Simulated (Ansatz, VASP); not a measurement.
Two plane-wave programs on F

INCAR

```
SYSTEM = F
PREC = Accurate ; ENCUT = 520
EDIFF = 1E-7 ; ISMEAR = 0
SIGMA = 0.05 ; LREAL = .FALSE.
LASPH = .TRUE. ; NELM = 80
ALGO = Normal ; ISIF = 2
LWAVE = .FALSE. ; LCHARG = .TRUE.
GGA = PS ; LELF = .TRUE.
LVHAR = .TRUE. ; NBANDS = 22
```

KPOINTS

```
regular mesh
0
G
  4 4 2
  0 0 0
```

POSCAR

```
F
1.0
    3.1627248122     -1.8470951577     -0.2439366219
    3.1627248122      1.8470951577     -0.2439366219
   -2.3693369126      0.0000000000      7.3934686309
F
4
Direct
    0.0848459664      0.0848459664      0.0940038325
    0.9151540336      0.9151540336      0.9059961675
    0.5015719855      0.5015719855      0.5937195244
    0.4984280145      0.4984280145      0.4062804756
```

Input for Ansatz:

```yaml
crystal:
  lattice:
    - [3.1627248122, -1.8470951577, -0.2439366219]
    - [3.1627248122, 1.8470951577, -0.2439366219]
    - [-2.3693369126, 0.0, 7.3934686309]
  atoms:
    - { symbol: F, position: [0.0848459664, 0.0848459664, 0.0940038325] }
    - { symbol: F, position: [0.9151540336, 0.9151540336, 0.9059961675] }
    - { symbol: F, position: [0.5015719855, 0.5015719855, 0.5937195244] }
    - { symbol: F, position: [0.4984280145, 0.4984280145, 0.4062804756] }
basis:
  ecutwfc: 520.0
kpoints:
  mp_grid: { grid: [4, 4, 2] }
hamiltonian:
  xc: pbesol
scf:
  occupations: { method: gaussian, width: 0.05 }
output:
  forces: true
  stress: true
  eigenvalues: true
```

Change from the starting cell: volume 21.062 Å^3 an atom, stretch along a over the lengths across it, relative to the relaxed cell 0.9841.

Alike in both runs: task single point; functional PBEsol; k mesh 4 × 4 × 2; occupations gaussian, width 0.05 eV; no spin polarisation.

|  | VASP | Ansatz |
| --- | --- | --- |
| version | VASP 6.6.1 | Ansatz 0.2.0 |
| potentials or method | VASP PAW PBE potentials, release 64 (F), cutoff 520 eV | scalar-relativistic, plane waves, PAW |
| valence electrons in the cell | 28 | 28 |

|  | VASP | Ansatz | Ansatz less VASP |
| --- | --- | --- | --- |
| gap on the k mesh at the Fermi level (eV) | 2.53 | 2.60 | +0.069 |
| least direct gap on the mesh (eV) | 2.60 | 2.67 | +0.069 |
| pressure (GPa) | -2.8 | -3.0 | -0.19 |
| traceless stress, the component that is largest in VASP (GPa) | -3.60 | -4.64 | -1.035 |
| rms of the force components (eV/Å) | 0.695 | 0.891 | +0.1957 |

VASP's potentials were made for PBE, not for PBEsol. Atom by atom the forces differ by 0.196 eV/Å (rms over components).

The k mesh is coarse, so the values compare programs but aren't converged.
